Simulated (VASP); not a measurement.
# SnO (Cmce) in VASP: notebook

SnO is run at these levels: PBEsol; tasks: single point.

Everything below comes from runs of VASP 6.6.1. Logs are shortened: lines on timing, memory, paths and dates and some standing lists are left out, and cuts for length are marked.

### 1 The cell of the first run

It takes space group Cmce (No. 64, orthorhombic). The conventional cell has a = 5.381 Å, b = 5.381 Å, c = 9.495 Å, α = 90.00°, β = 90.00°, γ = 90.00°. Sn (site symmetry m) has 4 O at 2.22 Å within 2.9 Å. O (site symmetry 2) has 4 Sn at 2.22 Å and 4 O at 2.69 Å within 2.9 Å.

### 2 Single point, PBEsol

The input, INCAR:

```
PREC = Accurate
ENCUT = 520
EDIFF = 1E-7
ISMEAR = 0
SIGMA = 0.1
LREAL = False
LASPH = True
NELM = 60
ALGO = Normal
ISIF = 2
LWAVE = False
LCHARG = False
GGA = PS
NBANDS = 50
```

The input, KPOINTS:

```
regular mesh
0
Gamma
  10 10 4
```

The input, POSCAR:

```
SnO
1.0
    2.6904552953     -2.6904757091      0.0000000000
    2.6904552953      2.6904757091      0.0000000000
    0.0000000000      0.0000000000      9.4948198460
Sn O
4 4
Direct
   -0.0008128999      0.0008128999     -0.0001357385
    0.0008128999     -0.0008128999      0.4998642615
    0.5008068795      0.4991931205      0.2571398304
    0.4991931205      0.5008068795      0.7571398304
    1.0007806870      0.4992220768      0.3784979540
   -0.0007806870      0.5007779232      0.8784979540
    0.5007779232     -0.0007806870      0.3784979540
    0.4992220768      1.0007806870      0.8784979540
```

Potentials or basis: VASP PAW PBE potentials, release 64 (Sn_d, O).

Started as:

```
$ cat potpaw_PBE.64/Sn_d/POTCAR potpaw_PBE.64/O/POTCAR > POTCAR
$ mpirun -np 1 vasp_std > vasp.out
```

OUTCAR:

```text
PREC = Accurate
   ENCUT = 520
   EDIFF = 1E-7
   ISMEAR = 0
   LREAL = False
   LASPH = True
   NELM = 60
   ISIF = 2
   GGA = PS

 ion  position               nearest neighbor table
   1  0.999  0.001  1.000-   6 2.22   8 2.22   8 2.22   6 2.22   4 3.54   4 3.54   4 3.54   4 3.54
                             3 3.63   3 3.63   3 3.63   3 3.64
   2  0.001  0.999  0.500-   5 2.22   7 2.22   5 2.22   7 2.22   3 3.54   3 3.54   3 3.54   3 3.54
                             4 3.63   4 3.63   4 3.63   4 3.64
   3  0.501  0.499  0.257-   5 2.22   7 2.22   7 2.22   5 2.22   2 3.54   2 3.54   2 3.54   2 3.54
                             1 3.63   1 3.63   1 3.63   1 3.64
   4  0.499  0.501  0.757-   6 2.22   8 2.22   6 2.22   8 2.22   1 3.54   1 3.54   1 3.54   1 3.54
                             2 3.63   2 3.63   2 3.63   2 3.64
   5  0.001  0.499  0.378-   3 2.22   2 2.22   3 2.22   2 2.22
   6  0.999  0.501  0.878-   4 2.22   1 2.22   4 2.22   1 2.22
   7  0.501  0.999  0.378-   3 2.22   2 2.22   3 2.22   2 2.22
   8  0.499  0.001  0.878-   4 2.22   1 2.22   4 2.22   1 2.22

  LATTYP: Found a simple tetragonal cell.
 ALAT       =     3.8048928023
 C/A-ratio  =     2.4954237450

  Lattice vectors:

 A1 = (   2.6904552953,  -2.6904757091,   0.0000000000)
 A2 = (   2.6904552953,   2.6904757091,   0.0000000000)
 A3 = (   0.0000000000,   0.0000000000,   9.4948198460)

Analysis of symmetry for initial positions (statically):
=====================================================================
 Subroutine PRICEL returns:
 Original cell was already a primitive cell.

 Routine SETGRP: Setting up the symmetry group for a
 simple tetragonal supercell.

 Subroutine GETGRP returns: Found  4 space group operations
 (whereof  2 operations were pure point group operations)
 out of a pool of 16 trial point group operations.

The static configuration has the point symmetry C_1h.
 The point group associated with its full space group is C_2v.

Analysis of symmetry for dynamics (positions and initial velocities):
=====================================================================
 Subroutine PRICEL returns:
 Original cell was already a primitive cell.

 Routine SETGRP: Setting up the symmetry group for a
 simple tetragonal supercell.

 Subroutine GETGRP returns: Found  4 space group operations
 (whereof  2 operations were pure point group operations)
 out of a pool of 16 trial point group operations.

The dynamic configuration has the point symmetry C_1h.
 The point group associated with its full space group is C_2v.

 Subroutine INISYM returns: Found  4 space group operations
 (whereof  2 operations are pure point group operations),
 and found     1 'primitive' translations

----------------------------------------------------------------------------------------

                                     Primitive cell

  volume of cell :     137.4585

  direct lattice vectors                    reciprocal lattice vectors
     2.690455295 -2.690475709  0.000000000     0.185842151 -0.185840741  0.000000000
     2.690455295  2.690475709  0.000000000     0.185842151  0.185840741  0.000000000
     0.000000000  0.000000000  9.494819846     0.000000000  0.000000000  0.105320587

  length of vectors
     3.804892802  3.804892802  9.494819846     0.262819494  0.262819494  0.105320587

  position of ions in fractional coordinates (direct lattice)
     0.999187100  0.000812900  0.999864262
     0.000812900  0.999187100  0.499864262
     0.500806879  0.499193121  0.257139830
     0.499193121  0.500806879  0.757139830
     0.000780687  0.499222077  0.378497954
     0.999219313  0.500777923  0.878497954
     0.500777923  0.999219313  0.378497954
     0.499222077  0.000780687  0.878497954

  ion indices of the primitive-cell ions
   primitive index   ion index
                 1           1
                 2           2
                 3           3
                 4           4
                 5           5
                 6           6
                 7           7
                 8           8

----------------------------------------------------------------------------------------

 KPOINTS: regular mesh

Automatic generation of k-mesh.
 Grid dimensions read from file:
 generate k-points for:   10   10    4

 Generating k-lattice:

  Cartesian coordinates                     Fractional coordinates (reciprocal lattice)
     0.018584215 -0.018584074  0.000000000     0.100000000  0.000000000  0.000000000
     0.018584215  0.018584074  0.000000000     0.000000000  0.100000000  0.000000000
     0.000000000  0.000000000  0.026330147     0.000000000  0.000000000  0.250000000

  Length of vectors
     0.026281949  0.026281949  0.026330147

  Shift w.r.t. Gamma in fractional coordinates (k-lattice)
     0.000000000  0.000000000  0.000000000

 Subroutine IBZKPT returns following result:
 ===========================================

 Found     93 irreducible k-points:

 Following reciprocal coordinates:
            Coordinates               Weight
  0.000000  0.000000  0.000000      1.000000
  0.100000  0.000000  0.000000      4.000000
  0.200000  0.000000  0.000000      4.000000
  0.300000  0.000000  0.000000      4.000000
  0.400000  0.000000  0.000000      4.000000
  0.500000  0.000000  0.000000      2.000000
[... 16 lines left out ...]
  0.300000  0.300000  0.000000      2.000000
 -0.300000  0.300000  0.000000      2.000000
 [... further k-points ...]
   k-points           NKPTS =     93   k-points in BZ     NKDIM =     93   number of bands    NBANDS=     50
   number of dos      NEDOS =    301   number of ions     NIONS =      8
   total plane-waves  NPLWV =  56448
   dimension x,y,z NGX =    28 NGY =   28 NGZ =   72
   dimension x,y,z NGXF=    56 NGYF=   56 NGZF=  144
   ions per type =               4   4
   NGX,Y,Z   is equivalent  to a cutoff of  12.23, 12.23, 12.61 a.u.
   NGXF,Y,Z  is equivalent  to a cutoff of  24.47, 24.47, 25.21 a.u.
 SYSTEM =  unknown system
   PREC   = accura    normal or accurate (medium, high low for compatibility)
   ISTART =      0    job   : 0-new  1-cont  2-samecut
   ICHARG =      2    charge: 1-file 2-atom 10-const
   ISPIN  =      1    spin polarized calculation?
   LNONCOLLINEAR =      F non collinear calculations
   LSORBIT =      F    spin-orbit coupling
   LASPH  =      T    aspherical Exc in radial PAW
   ENCUT  =  520.0 eV  38.22 Ry    6.18 a.u.   7.07  7.07 17.65*2*pi/ulx,y,z
   NELM   =     60;   NELMIN=  2; NELMDL= -5     # of ELM steps
   EDIFF  = 0.1E-06   stopping-criterion for ELM
   LREAL  =      F    real-space projection
   EDIFFG = 0.1E-05   stopping-criterion for IOM
   NSW    =      0    number of steps for IOM
   IBRION =     -1    ionic relax: 0-MD 1-quasi-New 2-CG
   NFREE  =      0    steps in history (QN), initial steepest desc. (CG)
   ISIF   =      2    stress and relaxation
   ISYM   =      2    0-nonsym 1-usesym 2-fastsym
   POTIM  = 0.5000    time-step for ionic-motion
   TEBEG  =    0.0;   TEEND  =   0.0 temperature during run
   PSTRESS=    0.0 pullay stress
   NELECT =      80.0000    total number of electrons
   NUPDOWN=      -1.0000    fix difference up-down
   EMIN   =  10.00;   EMAX   =-10.00  energy-range for DOS
   EFERMI =   0.00;   METHOD = LEGACY
   ISMEAR =     0;   SIGMA  =   0.10  broadening in eV -4-tet -1-fermi 0-gaus
   EFERMI_NEDOS =   21; number of points for ismear=-14 and -15
   IALGO  =     38    algorithm
   IMIX   =      4    mixing-type and parameters
     AMIX     =   0.40;   BMIX     =  1.00
     AMIX_MAG =   1.60;   BMIX_MAG =  1.00
  volume/ion in A,a.u.               =      17.18       115.95
  Fermi-wavevector in a.u.,A,eV,Ry     =   1.366829  2.582933 25.418710  1.868223
  Thomas-Fermi vector in A             =   2.492936
   LORBIT       =      0    0 simple, 1 ext, 2 COOP (PROOUT), +10 PAW based schemes
   GGA     = PS    functional components
   LHFCALC =     F    Hartree Fock is set to
   AEXX    =    0.0000 exact exchange contribution
   IVDW    =     0    specifies the selected vdW correction
   LEPSILON=     F    determine dielectric tensor
   LRPA    =     F    only Hartree local field effects (RPA)
 non-spin polarized calculation
 Gauss-broadening in eV      SIGMA  =   0.10
  energy-cutoff  :      520.00
  volume of cell :      137.46
 maximum number of plane-waves:      3732
   NGX = 15   NGY = 15   NGZ = 35

 number of electron      79.9999984 magnetization

 Free energy of the ion-electron system (eV)
  ---------------------------------------------------
  ext. energy  EPLUGINS =         0.00000000
  ---------------------------------------------------
  free energy    TOTEN  =       -48.42954430 eV

  energy without entropy =      -48.42813041  energy(sigma->0) =      -48.42883735

 E-fermi :   7.2830     XC(G=0): -10.6009

 val. band max:        7.2329316040   @ k =   0.1000   0.0000   0.0000
 cond. band min:       7.3833900135   @ k =   0.5000   0.5000   0.2500
 fundamental gap:      0.1504584095
 Fermi energy:         7.2829860807

 k-point     1 :       0.0000    0.0000    0.0000
  band No.  band energies     occupation
      1     -14.7009      2.00000
      2     -14.6788      2.00000
      3     -14.2688      2.00000
      4     -14.2575      2.00000
      5     -14.2575      2.00000
      6     -14.2465      2.00000
[... 42 lines left out ...]
     49      13.0141      0.00000
     50      13.0144      0.00000

 k-point     2 :       0.1000    0.0000    0.0000
  band No.  band energies     occupation
      1     -14.6953      2.00000
      2     -14.6756      2.00000
      3     -14.2691      2.00000
      4     -14.2554      2.00000
      5     -14.2545      2.00000
      6     -14.2454      2.00000
[... 42 lines left out ...]
     49      12.7595      0.00000
     50      13.0684      0.00000

 k-point     3 :       0.2000    0.0000    0.0000
  band No.  band energies     occupation
      1     -14.6793      2.00000
      2     -14.6666      2.00000
      3     -14.3371      2.00000
      4     -14.2978      2.00000
      5     -14.2491      2.00000
      6     -14.2461      2.00000
[... 1102 lines left out ...]
     49      12.7879      0.00000
     50      13.9413      0.00000

 k-point    24 :      -0.3000    0.3000    0.0000
  band No.  band energies     occupation
      1     -14.6502      2.00000
      2     -14.6373      2.00000
      3     -14.5272      2.00000
      4     -14.5243      2.00000
      5     -14.2366      2.00000
      6     -14.2365      2.00000
[... 42 lines left out ...]
     49      12.7877      0.00000
     50      13.9404      0.00000

 [... further k-points ...]
[... 5 lines left out ...]
  --------------------------------------------------------------------------------------
  -------------------------------------------------------------------------------------
  Total        0.2204502      0.2196570      0.2358824      0.0000000      0.0000000      0.0000000
  in kB        2.5695047      2.5602593      2.7493786      0.0000000      0.0000000      0.0000000
  external PRESSURE =       2.6263809 kB  Pullay stress =       0.0000000 kB

 VOLUME and BASIS-vectors are now :
 -----------------------------------------------------------------------------
  energy-cutoff  :      520.00
  volume of cell :      137.46
      direct lattice vectors                 reciprocal lattice vectors
     2.690455295 -2.690475709  0.000000000     0.185842151 -0.185840741  0.000000000
     2.690455295  2.690475709  0.000000000     0.185842151  0.185840741  0.000000000
     0.000000000  0.000000000  9.494819846     0.000000000  0.000000000  0.105320587

 POSITION                                       TOTAL-FORCE (eV/Angst)
 -----------------------------------------------------------------------------------
      2.69046     -2.68610      9.49353         0.000000     -0.003430      0.084512
      2.69046      2.68610      4.74612         0.000000      0.003430      0.084512
      2.69046     -0.00434      2.44150         0.000000      0.003223     -0.085047
      2.69046      0.00434      7.18891         0.000000     -0.003223     -0.085047
      1.34524      1.34104      3.59377        -0.000116      0.001619      0.000267
      4.03568     -1.34104      8.34118         0.000116     -0.001619      0.000267
      4.03568      1.34104      3.59377         0.000116      0.001619      0.000267
      1.34524     -1.34104      8.34118        -0.000116     -0.001619      0.000267
 -----------------------------------------------------------------------------------
    total drift:                                0.000000      0.000000      0.000002

  FREE ENERGIE OF THE ION-ELECTRON SYSTEM (eV)
  ---------------------------------------------------
  free  energy   TOTEN  =       -48.4295443008 eV

  energy  without entropy=      -48.4281304060  energy(sigma->0) =      -48.42883735
```

Run time: 5.4 min. Hardware: 1 thread of Intel Xeon 6975P-C (Granite Rapids), shared host; peak memory 0.54 GiB.

What came out:

```
Free energy            : -48.4295 eV
Pressure               : 0.3 GPa
Largest force          : 0.085 eV/Å
Band gap on the k mesh : zero (bands 40 and 41 overlap by 0.10 eV)
```

Forces on the atoms (eV/Å):
```
Sn   0.000 -0.003  0.085
Sn   0.000  0.003  0.085
Sn   0.000  0.003 -0.085
Sn   0.000 -0.003 -0.085
O    0.000  0.002  0.000
O    0.000 -0.002  0.000
O    0.000  0.002  0.000
O    0.000 -0.002  0.000
```

Caveat: semilocal functionals underestimate gaps, so a narrow gap can read as zero; the PAW data sets were made with another functional, which shifts forces and pressure a little; spin-orbit coupling is left out, which moves the levels of the heavy elements.

(Part 1 of 2 ends here.)
